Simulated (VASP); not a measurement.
# SnSe2 (P-3m1) in VASP: single point with PBE

Aim: the single point of SnSe2 with PBE.

Everything below comes from runs of VASP 6.6.1. Logs are shortened: lines on timing, memory, paths and dates and some standing lists are left out, and cuts for length are marked.

### 1 The cell of the first run

It takes space group P-3m1 (No. 164, trigonal). The conventional cell has a = 3.811 Å, b = 3.811 Å, c = 6.136 Å, α = 90.00°, β = 90.00°, γ = 120.00°. Within 3.5 Å of Sn (site symmetry -3m) lie 6 Se at 2.68 Å. Se (site symmetry 3m) has 3 Sn at 2.68 Å within 3.5 Å.

### 2 Single point, PBE

Input file INCAR:

```
SYSTEM = SnSe2
PREC = Accurate
ENCUT = 500
EDIFF = 1E-6
ISMEAR = 0
SIGMA = 0.01
LREAL = .FALSE.
LASPH = .TRUE.
NELM = 120
ALGO = Normal
ISIF = 2
LWAVE = .FALSE.
LCHARG = .FALSE.
GGA = PE
NBANDS = 20
GGA_COMPAT = .FALSE.
```

Input file KPOINTS:

```
Automatic mesh
0
G
  4 4 2
  0 0 0
```

Input file POSCAR:

```
SnSe2
1.0
    3.8110000000      0.0000000000      0.0000000000
   -1.9055000000      3.3004228138      0.0000000000
    0.0000000000      0.0000000000      6.1360000000
Sn Se
1 2
Direct
    0.0000000000      0.0000000000      0.0000000000
    0.3333333333      0.6666666667      0.2490000000
    0.6666666667      0.3333333333      0.7510000000
```

Potentials or basis: VASP PAW PBE potentials, release 64 (Sn_d, Se).

Run with:

```
$ cat potpaw_PBE.64/Sn_d/POTCAR potpaw_PBE.64/Se/POTCAR > POTCAR
$ mpirun -np 1 vasp_std > vasp.out
```

OUTCAR:

```text
SYSTEM = SnSe2
   PREC = Accurate
   ENCUT = 500
   EDIFF = 1E-6
   ISMEAR = 0
   LREAL = .FALSE.
   LASPH = .TRUE.
   NELM = 120
   ISIF = 2
   GGA = PE

 ion  position               nearest neighbor table
   1  0.000  0.000  0.000-   2 2.68   3 2.68   2 2.68   3 2.68   3 2.68   2 2.68
   2  0.333  0.667  0.249-   1 2.68   1 2.68   1 2.68
   3  0.667  0.333  0.751-   1 2.68   1 2.68   1 2.68

  LATTYP: Found a hexagonal cell.
 ALAT       =     3.8110000000
 C/A-ratio  =     1.6100760955

  Lattice vectors:

 A1 = (   3.8110000000,   0.0000000000,   0.0000000000)
 A2 = (  -1.9055000000,   3.3004228138,   0.0000000000)
 A3 = (   0.0000000000,   0.0000000000,   6.1360000000)

Analysis of symmetry for initial positions (statically):
=====================================================================
 Subroutine PRICEL returns:
 Original cell was already a primitive cell.

 Routine SETGRP: Setting up the symmetry group for a
 hexagonal supercell.

 Subroutine GETGRP returns: Found 12 space group operations
 (whereof 12 operations were pure point group operations)
 out of a pool of 24 trial point group operations.

The static configuration has the point symmetry D_3d.

Analysis of symmetry for dynamics (positions and initial velocities):
=====================================================================
 Subroutine PRICEL returns:
 Original cell was already a primitive cell.

 Routine SETGRP: Setting up the symmetry group for a
 hexagonal supercell.

 Subroutine GETGRP returns: Found 12 space group operations
 (whereof 12 operations were pure point group operations)
 out of a pool of 24 trial point group operations.

The dynamic configuration has the point symmetry D_3d.

 Subroutine INISYM returns: Found 12 space group operations
 (whereof 12 operations are pure point group operations),
 and found     1 'primitive' translations

----------------------------------------------------------------------------------------

                                     Primitive cell

  volume of cell :      77.1781

  direct lattice vectors                    reciprocal lattice vectors
     3.811000000  0.000000000  0.000000000     0.262398321  0.151495741  0.000000000
    -1.905500000  3.300422814  0.000000000     0.000000000  0.302991482  0.000000000
     0.000000000  0.000000000  6.136000000     0.000000000  0.000000000  0.162972621

  length of vectors
     3.811000000  3.811000000  6.136000000     0.302991482  0.302991482  0.162972621

  position of ions in fractional coordinates (direct lattice)
     0.000000000  0.000000000  0.000000000
     0.333333333  0.666666667  0.249000000
     0.666666667  0.333333333  0.751000000

  ion indices of the primitive-cell ions
   primitive index   ion index
                 1           1
                 2           2
                 3           3

----------------------------------------------------------------------------------------

 KPOINTS: Automatic mesh

Automatic generation of k-mesh.
 Grid dimensions read from file:
 generate k-points for:    4    4    2

 Generating k-lattice:

  Cartesian coordinates                     Fractional coordinates (reciprocal lattice)
     0.065599580  0.037873935  0.000000000     0.250000000  0.000000000  0.000000000
     0.000000000  0.075747871  0.000000000     0.000000000  0.250000000  0.000000000
     0.000000000  0.000000000  0.081486310     0.000000000  0.000000000  0.500000000

  Length of vectors
     0.075747871  0.075747871  0.081486310

  Shift w.r.t. Gamma in fractional coordinates (k-lattice)
     0.000000000  0.000000000  0.000000000

 Subroutine IBZKPT returns following result:
 ===========================================

 Found      8 irreducible k-points:

 Following reciprocal coordinates:
            Coordinates               Weight
  0.000000  0.000000  0.000000      1.000000
  0.250000 -0.000000  0.000000      6.000000
  0.500000 -0.000000  0.000000      3.000000
  0.250000  0.250000  0.000000      6.000000
  0.000000  0.000000  0.500000      1.000000
  0.250000 -0.000000  0.500000      6.000000
  0.500000 -0.000000  0.500000      3.000000
  0.250000  0.250000  0.500000      6.000000
   k-points           NKPTS =      8   k-points in BZ     NKDIM =      8   number of bands    NBANDS=     20
   number of dos      NEDOS =    301   number of ions     NIONS =      3
   total plane-waves  NPLWV =  37632
   dimension x,y,z NGX =    28 NGY =   28 NGZ =   48
   dimension x,y,z NGXF=    56 NGYF=   56 NGZF=   96
   ions per type =               1   2
   NGX,Y,Z   is equivalent  to a cutoff of  12.21, 12.21, 13.00 a.u.
   NGXF,Y,Z  is equivalent  to a cutoff of  24.43, 24.43, 26.01 a.u.
 SYSTEM =  SnSe2
   PREC   = accura    normal or accurate (medium, high low for compatibility)
   ISTART =      0    job   : 0-new  1-cont  2-samecut
   ICHARG =      2    charge: 1-file 2-atom 10-const
   ISPIN  =      1    spin polarized calculation?
   LNONCOLLINEAR =      F non collinear calculations
   LSORBIT =      F    spin-orbit coupling
   LASPH  =      T    aspherical Exc in radial PAW
   ENCUT  =  500.0 eV  36.75 Ry    6.06 a.u.   6.95  6.95 11.19*2*pi/ulx,y,z
   NELM   =    120;   NELMIN=  2; NELMDL= -5     # of ELM steps
   EDIFF  = 0.1E-05   stopping-criterion for ELM
   LREAL  =      F    real-space projection
   EDIFFG = 0.1E-04   stopping-criterion for IOM
   NSW    =      0    number of steps for IOM
   IBRION =     -1    ionic relax: 0-MD 1-quasi-New 2-CG
   NFREE  =      0    steps in history (QN), initial steepest desc. (CG)
   ISIF   =      2    stress and relaxation
   ISYM   =      2    0-nonsym 1-usesym 2-fastsym
   POTIM  = 0.5000    time-step for ionic-motion
   TEBEG  =    0.0;   TEEND  =   0.0 temperature during run
   PSTRESS=    0.0 pullay stress
   NELECT =      26.0000    total number of electrons
   NUPDOWN=      -1.0000    fix difference up-down
   EMIN   =  10.00;   EMAX   =-10.00  energy-range for DOS
   EFERMI =   0.00;   METHOD = LEGACY
   ISMEAR =     0;   SIGMA  =   0.01  broadening in eV -4-tet -1-fermi 0-gaus
   EFERMI_NEDOS =   21; number of points for ismear=-14 and -15
   IALGO  =     38    algorithm
   IMIX   =      4    mixing-type and parameters
     AMIX     =   0.40;   BMIX     =  1.00
     AMIX_MAG =   1.60;   BMIX_MAG =  1.00
  volume/ion in A,a.u.               =      25.73       173.61
  Fermi-wavevector in a.u.,A,eV,Ry     =   1.139116  2.152617 17.654722  1.297585
  Thomas-Fermi vector in A             =   2.275820
   LORBIT       =      0    0 simple, 1 ext, 2 COOP (PROOUT), +10 PAW based schemes
   GGA     = PE    functional components
   LHFCALC =     F    Hartree Fock is set to
   AEXX    =    0.0000 exact exchange contribution
   IVDW    =     0    specifies the selected vdW correction
   LEPSILON=     F    determine dielectric tensor
   LRPA    =     F    only Hartree local field effects (RPA)
 non-spin polarized calculation
 Gauss-broadening in eV      SIGMA  =   0.01
  energy-cutoff  :      500.00
  volume of cell :       77.18
 maximum number of plane-waves:      1977
 NGX is ok and might be reduce to    28
   NGX = 13   NGY = 13   NGZ = 23

 number of electron      26.0000006 magnetization

 Free energy of the ion-electron system (eV)
  ---------------------------------------------------
  ext. energy  EPLUGINS =         0.00000000
  ---------------------------------------------------
  free energy    TOTEN  =       -11.65474910 eV

  energy without entropy =      -11.65474910  energy(sigma->0) =      -11.65474910

 E-fermi :   4.2391     XC(G=0):  -9.4453

 val. band max:        4.1838909016   @ k =   0.0000   0.0000   0.0000
 cond. band min:       5.0553891712   @ k =   0.5000  -0.0000   0.5000
 fundamental gap:      0.8714982696
 Fermi energy:         4.2390829658

 k-point     1 :       0.0000    0.0000    0.0000
  band No.  band energies     occupation
      1     -17.0982      2.00000
      2     -17.0982      2.00000
      3     -17.0665      2.00000
      4     -17.0476      2.00000
      5     -17.0476      2.00000
      6      -9.8122      2.00000
      7      -8.0270      2.00000
      8      -1.8767      2.00000
      9       3.4882      2.00000
     10       3.4882      2.00000
     11       3.7973      2.00000
     12       3.7973      2.00000
     13       4.1839      2.00000
     14       5.2720      0.00000
     15       7.1242      0.00000
     16       8.8190      0.00000
     17       8.8190      0.00000
     18      12.3081      0.00000
     19      13.1202      0.00000
     20      13.1202      0.00000

 k-point     2 :       0.2500   -0.0000    0.0000
  band No.  band energies     occupation
      1     -17.1283      2.00000
      2     -17.0854      2.00000
      3     -17.0613      2.00000
      4     -17.0459      2.00000
      5     -17.0382      2.00000
      6      -9.2088      2.00000
      7      -7.6887      2.00000
      8      -2.0066      2.00000
      9       0.5801      2.00000
     10       1.8441      2.00000
     11       2.1935      2.00000
     12       3.9745      2.00000
     13       4.0563      2.00000
     14       6.1854      0.00000
     15       8.1372      0.00000
     16       9.6003      0.00000
     17       9.9074      0.00000
     18      10.7923      0.00000
     19      12.3852      0.00000
     20      13.8067      0.00000

 k-point     3 :       0.5000   -0.0000    0.0000
  band No.  band energies     occupation
      1     -17.1606      2.00000
      2     -17.0819      2.00000
      3     -17.0700      2.00000
      4     -17.0279      2.00000
      5     -17.0192      2.00000
      6      -8.1446      2.00000
      7      -7.5884      2.00000
      8      -3.0388      2.00000
      9      -0.2970      2.00000
     10       1.2789      2.00000
     11       1.5026      2.00000
     12       2.9887      2.00000
     13       3.8850      2.00000
     14       5.3368      0.00000
     15       7.9762      0.00000
     16       9.6342      0.00000
     17       9.6685      0.00000
     18      11.4569      0.00000
     19      14.1942      0.00000
     20      14.8293      0.00000

 k-point     4 :       0.2500    0.2500    0.0000
  band No.  band energies     occupation
      1     -17.1382      2.00000
      2     -17.1005      2.00000
      3     -17.0536      2.00000
      4     -17.0436      2.00000
      5     -17.0245      2.00000
      6      -8.2434      2.00000
      7      -7.4720      2.00000
      8      -2.9462      2.00000
      9       0.1312      2.00000
     10       0.6088      2.00000
     11       1.6954      2.00000
     12       2.3244      2.00000
     13       3.3897      2.00000
     14       5.9025      0.00000
     15      10.0355      0.00000
     16      10.4653      0.00000
     17      10.6298      0.00000
     18      10.9698      0.00000
     19      11.6153      0.00000
     20      14.0027      0.00000

 k-point     5 :       0.0000    0.0000    0.5000
  band No.  band energies     occupation
      1     -17.0982      2.00000
      2     -17.0982      2.00000
      3     -17.0663      2.00000
      4     -17.0476      2.00000
      5     -17.0476      2.00000
      6      -9.6416      2.00000
      7      -8.3650      2.00000
      8      -0.9511      2.00000
      9       2.1397      2.00000
     10       3.3982      2.00000
     11       3.3982      2.00000
     12       3.9503      2.00000
     13       3.9503      2.00000
     14       6.6267      0.00000
     15       7.0981      0.00000
     16       8.5480      0.00000
     17       8.5480      0.00000
     18      12.3554      0.00000
     19      12.5640      0.00000
     20      12.5640      0.00000

 k-point     6 :       0.2500   -0.0000    0.5000
  band No.  band energies     occupation
      1     -17.1284      2.00000
      2     -17.0854      2.00000
      3     -17.0613      2.00000
      4     -17.0458      2.00000
      5     -17.0382      2.00000
      6      -9.0495      2.00000
      7      -7.9613      2.00000
      8      -1.7794      2.00000
      9       0.7940      2.00000
     10       2.3410      2.00000
     11       2.4356      2.00000
     12       2.7678      2.00000
     13       3.7742      2.00000
     14       5.8982      0.00000
     15       8.6885      0.00000
     16       9.8836      0.00000
     17       9.9868      0.00000
     18      10.9793      0.00000
     19      12.6068      0.00000
     20      13.3530      0.00000

 k-point     7 :       0.5000   -0.0000    0.5000
  band No.  band energies     occupation
      1     -17.1608      2.00000
      2     -17.0820      2.00000
      3     -17.0701      2.00000
      4     -17.0277      2.00000
      5     -17.0192      2.00000
      6      -8.0493      2.00000
      7      -7.6631      2.00000
      8      -3.1718      2.00000
      9      -0.7417      2.00000
     10       1.6679      2.00000
     11       2.1945      2.00000
     12       3.3468      2.00000
     13       3.4945      2.00000
     14       5.0554      0.00000
     15       8.4436      0.00000
     16       9.0266      0.00000
     17      10.0173      0.00000
     18      10.5359      0.00000
     19      14.0491      0.00000
     20      14.9310      0.00000

 k-point     8 :       0.2500    0.2500    0.5000
  band No.  band energies     occupation
      1     -17.1384      2.00000
      2     -17.1006      2.00000
      3     -17.0536      2.00000
      4     -17.0435      2.00000
      5     -17.0244      2.00000
      6      -8.1354      2.00000
      7      -7.5873      2.00000
      8      -2.9294      2.00000
      9      -0.1909      2.00000
     10       0.4599      2.00000
     11       1.2793      2.00000
     12       3.4957      2.00000
     13       3.7387      2.00000
     14       6.5254      0.00000
     15       8.7419      0.00000
     16       9.6380      0.00000
     17      10.2839      0.00000
     18      11.5049      0.00000
     19      12.3967      0.00000
     20      12.8346      0.00000

------------------------ aborting loop because EDIFF is reached ----------------------------------------

  FORCE on cell =-STRESS in cart. coord.  units (eV):
  Direction    XX          YY          ZZ          XY          YZ          ZX
  --------------------------------------------------------------------------------------
  -------------------------------------------------------------------------------------
  Total        2.8724939      2.8724939      2.8691991     -0.0000000      0.0000000     -0.0000000
  in kB       59.6315124     59.6315124     59.5631139     -0.0000000      0.0000000     -0.0000000
  external PRESSURE =      59.6087129 kB  Pullay stress =       0.0000000 kB

 VOLUME and BASIS-vectors are now :
 -----------------------------------------------------------------------------
  energy-cutoff  :      500.00
  volume of cell :       77.18
      direct lattice vectors                 reciprocal lattice vectors
     3.811000000  0.000000000  0.000000000     0.262398321  0.151495741  0.000000000
    -1.905500000  3.300422814  0.000000000     0.000000000  0.302991482  0.000000000
     0.000000000  0.000000000  6.136000000     0.000000000  0.000000000  0.162972621

 POSITION                                       TOTAL-FORCE (eV/Angst)
 -----------------------------------------------------------------------------------
      0.00000      0.00000      0.00000        -0.000000      0.000000      0.000000
     -0.00000      2.20028      1.52786         0.000000     -0.000000      0.759437
      1.90550      1.10014      4.60814        -0.000000      0.000000     -0.759437
 -----------------------------------------------------------------------------------
    total drift:                                0.000000      0.000000      0.000000

  FREE ENERGIE OF THE ION-ELECTRON SYSTEM (eV)
  ---------------------------------------------------
  free  energy   TOTEN  =       -11.6547490981 eV

  energy  without entropy=      -11.6547490981  energy(sigma->0) =      -11.65474910
```

Run time: 12 s. Hardware: 1 thread of Intel Xeon Platinum 8259CL at 2.50GHz (Skylake/Cascade Lake), shared host; peak memory 0.18 GiB.

What came out:

| Quantity | Value |
| --- | --- |
| Free energy | -11.6547 eV |
| Pressure | 6.0 GPa |
| Largest force | 0.759 eV/Å |
| Band gap on the k mesh | 0.87 eV (least direct gap 1.09 eV) |

Forces in eV/Å, atoms in the order of the input:
```
Sn   0.000  0.000  0.000
Se   0.000  0.000  0.759
Se   0.000  0.000 -0.759
```

Caveat: the k points lie up to 0.51 Å⁻¹ apart; spin-orbit coupling is left out, which moves the levels of the heavy elements; this functional lacks dispersion, which binds the layers, so the pressure and a relaxed spacing across them are unreliable. A k mesh can miss the band edges.
